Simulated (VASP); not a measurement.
# TlSn (P4/mmm) in VASP: further runs

TlSn is run at these levels: LDA; tasks: electric field gradients.

Everything below comes from runs of VASP 6.6.1. Logs are shortened: lines on timing, memory, paths and dates and some standing lists are left out, and cuts for length are marked.

### 1 The cell of the first run

The structure is tetragonal, space group P4/mmm (No. 123). Conventional cell: a = 3.639 Å, b = 3.639 Å, c = 4.404 Å, α = 90.00°, β = 90.00°, γ = 90.00°. Tl (site symmetry 4/mmm) has 8 Sn at 3.39 Å and 6 Tl at 3.64 to 4.40 Å within 4.5 Å. Within 4.5 Å of Sn (site symmetry 4/mmm) lie 8 Tl at 3.39 Å and 6 Sn at 3.64 to 4.40 Å.

### 2 Electric field gradients, LDA (volume scaled by 1.02)

Input file INCAR:

```
ALGO = Normal
EDIFF = 1E-8
ENCUT = 520
GGA = CA
ISIF = 2
ISMEAR = -1
LASPH = T
LCHARG = F
LEFG = T
LREAL = F
LWAVE = F
NBANDS = 20
NELM = 80
PREC = Accurate
SIGMA = 0.08
```

Input file KPOINTS:

```
k-points
0
Gamma
  9 9 8
```

Input file POSCAR:

```
TlSn
1.0
    3.6386691714      0.0000000000      0.0000000000
    0.0000000000      3.6386691714      0.0000000000
    0.0000000000      0.0000000000      4.4039743543
Tl Sn
1 1
Direct
    0.0000000000      0.0000000000      0.0000000000
    0.5000000000      0.5000000000      0.5000000000
```

Potentials or basis: VASP PAW LDA potentials, release 64 (Tl_d, Sn_d).

On the command line:

```
cat potpaw_LDA.64/Tl_d/POTCAR potpaw_LDA.64/Sn_d/POTCAR > POTCAR
mpirun -np 1 vasp_std > vasp.out
```

OUTCAR:

```text
EDIFF = 1E-8
   ENCUT = 520
   GGA = CA
   ISIF = 2
   ISMEAR = -1
   LASPH = T
   LREAL = F
   NELM = 80
   PREC = Accurate

 ion  position               nearest neighbor table
   1  0.000  0.000  0.000-   2 3.39   2 3.39   2 3.39   2 3.39   2 3.39   2 3.39   2 3.39   2 3.39

   2  0.500  0.500  0.500-   1 3.39   1 3.39   1 3.39   1 3.39   1 3.39   1 3.39   1 3.39   1 3.39

  LATTYP: Found a simple tetragonal cell.
 ALAT       =     3.6386691714
 C/A-ratio  =     1.2103255742

  Lattice vectors:

 A1 = (   3.6386691714,   0.0000000000,   0.0000000000)
 A2 = (   0.0000000000,   3.6386691714,   0.0000000000)
 A3 = (   0.0000000000,   0.0000000000,   4.4039743543)

Analysis of symmetry for initial positions (statically):
=====================================================================
 Subroutine PRICEL returns:
 Original cell was already a primitive cell.

 Routine SETGRP: Setting up the symmetry group for a
 simple tetragonal supercell.

 Subroutine GETGRP returns: Found 16 space group operations
 (whereof 16 operations were pure point group operations)
 out of a pool of 16 trial point group operations.

The static configuration has the point symmetry D_4h.

Analysis of symmetry for dynamics (positions and initial velocities):
=====================================================================
 Subroutine PRICEL returns:
 Original cell was already a primitive cell.

 Routine SETGRP: Setting up the symmetry group for a
 simple tetragonal supercell.

 Subroutine GETGRP returns: Found 16 space group operations
 (whereof 16 operations were pure point group operations)
 out of a pool of 16 trial point group operations.

The dynamic configuration has the point symmetry D_4h.

 Subroutine INISYM returns: Found 16 space group operations
 (whereof 16 operations are pure point group operations),
 and found     1 'primitive' translations

----------------------------------------------------------------------------------------

                                     Primitive cell

  volume of cell :      58.3082

  direct lattice vectors                    reciprocal lattice vectors
     3.638669171  0.000000000  0.000000000     0.274825754  0.000000000  0.000000000
     0.000000000  3.638669171  0.000000000     0.000000000  0.274825754  0.000000000
     0.000000000  0.000000000  4.403974354     0.000000000  0.000000000  0.227067626

  length of vectors
     3.638669171  3.638669171  4.403974354     0.274825754  0.274825754  0.227067626

  position of ions in fractional coordinates (direct lattice)
     0.000000000  0.000000000  0.000000000
     0.500000000  0.500000000  0.500000000

  ion indices of the primitive-cell ions
   primitive index   ion index
                 1           1
                 2           2

----------------------------------------------------------------------------------------

 KPOINTS: k-points

Automatic generation of k-mesh.
 Grid dimensions read from file:
 generate k-points for:    9    9    8

 Generating k-lattice:

  Cartesian coordinates                     Fractional coordinates (reciprocal lattice)
     0.030536195  0.000000000  0.000000000     0.111111111  0.000000000  0.000000000
     0.000000000  0.030536195  0.000000000     0.000000000  0.111111111  0.000000000
     0.000000000  0.000000000  0.028383453     0.000000000  0.000000000  0.125000000

  Length of vectors
     0.030536195  0.030536195  0.028383453

  Shift w.r.t. Gamma in fractional coordinates (k-lattice)
     0.000000000  0.000000000  0.000000000

 Subroutine IBZKPT returns following result:
 ===========================================

 Found     75 irreducible k-points:

 Following reciprocal coordinates:
            Coordinates               Weight
  0.000000  0.000000  0.000000      1.000000
  0.111111  0.000000  0.000000      4.000000
  0.222222  0.000000  0.000000      4.000000
  0.333333  0.000000  0.000000      4.000000
  0.444444  0.000000  0.000000      4.000000
  0.111111  0.111111  0.000000      4.000000
[... 16 lines left out ...]
  0.333333  0.111111  0.125000     16.000000
  0.444444  0.111111  0.125000     16.000000
 [... further k-points ...]
   k-points           NKPTS =     75   k-points in BZ     NKDIM =     75   number of bands    NBANDS=     20
   number of dos      NEDOS =    301   number of ions     NIONS =      2
   total plane-waves  NPLWV =  28224
   dimension x,y,z NGX =    28 NGY =   28 NGZ =   36
   dimension x,y,z NGXF=    56 NGYF=   56 NGZF=   72
   ions per type =               1   1
   NGX,Y,Z   is equivalent  to a cutoff of  12.79, 12.79, 13.59 a.u.
   NGXF,Y,Z  is equivalent  to a cutoff of  25.59, 25.59, 27.18 a.u.
 SYSTEM =  unknown system
   PREC   = accura    normal or accurate (medium, high low for compatibility)
   ISTART =      0    job   : 0-new  1-cont  2-samecut
   ICHARG =      2    charge: 1-file 2-atom 10-const
   ISPIN  =      1    spin polarized calculation?
   LNONCOLLINEAR =      F non collinear calculations
   LSORBIT =      F    spin-orbit coupling
   LASPH  =      T    aspherical Exc in radial PAW
   ENCUT  =  520.0 eV  38.22 Ry    6.18 a.u.   6.77  6.77  8.19*2*pi/ulx,y,z
   NELM   =     80;   NELMIN=  2; NELMDL= -5     # of ELM steps
   EDIFF  = 0.1E-07   stopping-criterion for ELM
   LREAL  =      F    real-space projection
   EDIFFG = 0.1E-06   stopping-criterion for IOM
   NSW    =      0    number of steps for IOM
   IBRION =     -1    ionic relax: 0-MD 1-quasi-New 2-CG
   NFREE  =      0    steps in history (QN), initial steepest desc. (CG)
   ISIF   =      2    stress and relaxation
   ISYM   =      2    0-nonsym 1-usesym 2-fastsym
   POTIM  = 0.5000    time-step for ionic-motion
   TEBEG  =    0.0;   TEEND  =   0.0 temperature during run
   PSTRESS=    0.0 pullay stress
   NELECT =      27.0000    total number of electrons
   NUPDOWN=      -1.0000    fix difference up-down
   EMIN   =  10.00;   EMAX   =-10.00  energy-range for DOS
   EFERMI =   0.00;   METHOD = LEGACY
   ISMEAR =    -1;   SIGMA  =   0.08  broadening in eV -4-tet -1-fermi 0-gaus
   EFERMI_NEDOS =   21; number of points for ismear=-14 and -15
   IALGO  =     38    algorithm
   IMIX   =      4    mixing-type and parameters
     AMIX     =   0.40;   BMIX     =  1.00
     AMIX_MAG =   1.60;   BMIX_MAG =  1.00
  volume/ion in A,a.u.               =      29.15       196.74
  Fermi-wavevector in a.u.,A,eV,Ry     =   1.266542  2.393416 21.825480  1.604128
  Thomas-Fermi vector in A             =   2.399737
   LORBIT       =      0    0 simple, 1 ext, 2 COOP (PROOUT), +10 PAW based schemes
   GGA     = CA    functional components
   LHFCALC =     F    Hartree Fock is set to
   AEXX    =    0.0000 exact exchange contribution
   IVDW    =     0    specifies the selected vdW correction
   LEPSILON=     F    determine dielectric tensor
   LRPA    =     F    only Hartree local field effects (RPA)
 non-spin polarized calculation
  energy-cutoff  :      520.00
  volume of cell :       58.31
 maximum number of plane-waves:      1589
 NGX is ok and might be reduce to    28
   NGX = 13   NGY = 13   NGZ = 17

 number of electron      26.9999980 magnetization

 Free energy of the ion-electron system (eV)
  ---------------------------------------------------
  ext. energy  EPLUGINS =         0.00000000
  ---------------------------------------------------
  free energy    TOTEN  =        -7.27566444 eV

  energy without entropy =       -7.25387005  energy(sigma->0) =       -7.26476725

 E-fermi :   6.5195     XC(G=0): -10.3443

 val. band max:        6.5107219119   @ k =   0.4444   0.3333   0.5000
 cond. band min:       6.5215093331   @ k =   0.3333   0.2222   0.1250
 fundamental gap:      0.0107874212
 Fermi energy:         6.5194940816

 k-point     1 :       0.0000    0.0000    0.0000
  band No.  band energies     occupation
      1     -14.9055      2.00000
      2     -14.8786      2.00000
      3     -14.8500      2.00000
      4     -14.8500      2.00000
      5     -14.8349      2.00000
      6      -5.0058      2.00000
[... 12 lines left out ...]
     19      15.4287      0.00000
     20      15.4287      0.00000

 k-point     2 :       0.1111    0.0000    0.0000
  band No.  band energies     occupation
      1     -14.8999      2.00000
      2     -14.8757      2.00000
      3     -14.8527      2.00000
      4     -14.8497      2.00000
      5     -14.8372      2.00000
      6      -4.9827      2.00000
[... 12 lines left out ...]
     19      14.3458      0.00000
     20      15.3447      0.00000
[... 465 lines left out ...]
      3     -14.8529      2.00000
      4     -14.8510      2.00000
      5     -14.8413      2.00000
      6      -4.8803      2.00000
[... 12 lines left out ...]
     19      14.4154      0.00000
     20      15.9713      0.00000

 k-point    24 :       0.4444    0.1111    0.1250
  band No.  band energies     occupation
      1     -14.8766      2.00000
      2     -14.8726      2.00000
      3     -14.8575      2.00000
      4     -14.8504      2.00000
      5     -14.8266      2.00000
      6      -4.8793      2.00000
[... 12 lines left out ...]
     19      14.8421      0.00000
     20      16.1963      0.00000

 [... further k-points ...]
[... 5 lines left out ...]
  --------------------------------------------------------------------------------------
  -------------------------------------------------------------------------------------
  Total       -1.5107039     -1.5107039     -1.2623824      0.0000000      0.0000000      0.0000000
  in kB      -41.5106942    -41.5106942    -34.6873876      0.0000000      0.0000000      0.0000000
  external PRESSURE =     -39.2362587 kB  Pullay stress =       0.0000000 kB

 VOLUME and BASIS-vectors are now :
 -----------------------------------------------------------------------------
  energy-cutoff  :      520.00
  volume of cell :       58.31
      direct lattice vectors                 reciprocal lattice vectors
     3.638669171  0.000000000  0.000000000     0.274825754  0.000000000  0.000000000
     0.000000000  3.638669171  0.000000000     0.000000000  0.274825754  0.000000000
     0.000000000  0.000000000  4.403974354     0.000000000  0.000000000  0.227067626

 POSITION                                       TOTAL-FORCE (eV/Angst)
 -----------------------------------------------------------------------------------
      0.00000      0.00000      0.00000         0.000000      0.000000      0.000000
      1.81933      1.81933      2.20199         0.000000      0.000000      0.000000
 -----------------------------------------------------------------------------------
    total drift:                                0.000000      0.000000      0.000000

  FREE ENERGIE OF THE ION-ELECTRON SYSTEM (eV)
  ---------------------------------------------------
  free  energy   TOTEN  =        -7.2756644408 eV

  energy  without entropy=       -7.2538700532  energy(sigma->0) =       -7.26476725

 Electric field gradients (V/A^2)
---------------------------------------------------------------------
 ion       V_xx      V_yy      V_zz      V_xy      V_xz      V_yz
---------------------------------------------------------------------
   1      30.578    30.578   -61.156     0.000    -0.000     0.000
   2       4.733     4.733    -9.466     0.000    -0.000    -0.000
---------------------------------------------------------------------

 Electric field gradients after diagonalization (V/A^2)
 (convention: |V_zz| > |V_xx| > |V_yy|)
----------------------------------------------------------------------
 ion       V_xx      V_yy      V_zz     asymmetry (V_yy - V_xx)/ V_zz
----------------------------------------------------------------------
   1      30.578    30.578   -61.156       0.000
   2       4.733     4.733    -9.466       0.000
----------------------------------------------------------------------

           NMR quadrupolar parameters

 Cq : quadrupolar parameter    Cq=e*Q*V_zz/h
 eta: asymmetry parameters     (V_yy - V_xx)/ V_zz
 Q  : nuclear electric quadrupole moment in mb (millibarn)
----------------------------------------------------------------------
 ion       Cq(MHz)       eta       Q (mb)
----------------------------------------------------------------------
   1      -0.148       0.000       1.000
   2      -0.023       0.000       1.000
----------------------------------------------------------------------
```

Wall time 24 s (1 thread of Intel Xeon 6975P-C (Granite Rapids), shared host); peak memory 0.21 GiB.

Results:

```yaml
Free_energy: -7.2757 eV
Pressure: -3.9 GPa
```

Levels at points of the mesh, in eV from the Fermi level:
```tsv
k point	band 11	band 12	band 13	band 14	band 15	band 16
(0.00, 0.00, 0.00)	-10.28	-3.05	-1.52	1.60	1.60	5.25
(0.00, 0.00, 0.50)	-8.47	-7.92	3.36	3.36	3.46	4.27
```

Electric field gradients, principal values (V/Å²):
```csv
atom,least,middle,greatest (by size)
1 Tl,30.578,30.578,-61.156
2 Sn,4.733,4.733,-9.466
```

Caveat: without QUAD_EFG the Cq values of the log hold for a quadrupole moment of 1 mb, not for the nuclei; spin-orbit coupling is left out, which moves the levels of the heavy elements.

[end of part 1 of 2]
